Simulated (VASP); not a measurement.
**Si8GeO16 (a cell with a defect): single point with PBE+D3(BJ)**

The system is Si8GeO16 (a cell with a defect).

```
CELL_PARAMETERS angstrom
-4.17380 -4.17380 0.00000
4.17380 -4.17380 0.00000
0.00000 0.00000 5.33260
ATOMIC_POSITIONS crystal
Si 0.47379 0.51816 0.99185
Si 0.00256 0.52081 0.23734
Si 0.46287 0.51633 0.51146
Si 0.97303 0.50004 0.74934
Si 0.03492 0.98645 0.99878
Si 0.51698 0.98051 0.26317
Si 0.03266 0.97997 0.51554
Si 0.52391 0.99932 0.75791
O 0.17234 0.49313 0.98775
O 0.06523 0.14763 0.26191
O 0.77346 0.55184 0.96888
O 0.01912 0.79458 0.25349
O 0.16657 0.49598 0.50616
O 0.00469 0.19093 0.75454
O 0.76527 0.52510 0.53166
O 0.04185 0.79884 0.75745
O 0.72540 0.97205 0.98658
O 0.48094 0.70527 0.25382
O 0.33320 0.00567 0.00366
O 0.43641 0.35183 0.24660
O 0.72686 0.94261 0.53832
O 0.45521 0.70199 0.75319
O 0.33260 0.00503 0.51345
O 0.49223 0.30750 0.75318
Ge 0.75455 0.26063 0.26954
```

| Item | Value |
| --- | --- |
| Program | VASP 6.6.1 |
| Task | single point |
| Functional | PBE |
| Dispersion | D3(BJ) |
| Potentials or basis | VASP PAW PBE potentials, release 64 (Si, O, Ge_d) |
| Cutoff | 520 eV |
| k mesh | 2 × 2 × 2 |
| Occupations | fermi-dirac, width 0.05 eV |
| Spin | no spin polarisation |
| Dipole correction | no |
| Further INCAR settings | LREAL = Auto; ALGO = Normal; EDIFF = 1e-06; NBANDS = 89 |

The pressure is 46.7 GPa. The largest force is 0.092 eV/Å. The band gap on the k mesh is 1.82 eV. The dispersion energy per atom is -0.269 eV.

Forces in eV/Å, atoms in the order of the input:
```
Si   0.017  0.006  0.003
Si  -0.015  0.088  0.024
Si   0.020  0.005  0.000
Si  -0.035 -0.036 -0.009
Si  -0.012 -0.003  0.001
Si   0.041 -0.078 -0.010
Si  -0.019 -0.002 -0.008
Si   0.023  0.019  0.008
O   -0.024 -0.024 -0.005
O    0.031 -0.046 -0.013
O    0.015  0.013  0.017
O    0.022 -0.032  0.012
O   -0.004 -0.008 -0.006
O    0.018 -0.012  0.001
O    0.010 -0.001 -0.018
O   -0.024  0.041  0.007
O   -0.013 -0.006  0.012
O   -0.022  0.033 -0.001
O    0.002  0.009  0.011
O   -0.019  0.046  0.008
O   -0.016 -0.015 -0.014
O    0.026 -0.040 -0.006
O    0.017  0.021 -0.008
O   -0.023  0.009 -0.003
Ge  -0.017  0.012 -0.005
```

Stress tensor (GPa, compression positive):
```
 59.62 -15.44  -2.83
-15.44  35.20   3.64
 -2.83   3.64  45.30
```

Levels at points of the mesh, in eV from the valence-band top:
```csv
k point,band 69,band 70,band 71,band 72,band 73,band 74
"(0.00, 0.00, 0.00)",-3.31,-1.84,-0.69,2.17,2.75,2.82
"(0.50, 0.00, 0.00)",-3.75,-1.76,-0.66,1.98,2.52,3.80
"(0.00, 0.50, 0.00)",-3.70,-1.43,-0.77,2.67,2.94,3.44
"(0.50, 0.50, 0.00)",-3.91,-1.64,-0.53,2.58,3.15,3.69
"(0.00, 0.00, 0.50)",-3.82,-1.35,-0.04,1.82,3.04,4.61
"(0.50, 0.00, 0.50)",-3.87,-1.44,0.00,1.94,3.35,4.67
"(0.00, 0.50, 0.50)",-3.81,-1.04,-0.03,2.39,3.48,4.78
"(0.50, 0.50, 0.50)",-4.10,-1.06,-0.04,2.37,3.54,4.84
```

It took 3.1 min on 1 thread of Intel(R) Xeon(R) Platinum 8488C (Sapphire Rapids), on a shared host, peak memory 0.33 GiB.

Caveat: the k points lie up to 0.59 Å⁻¹ apart.
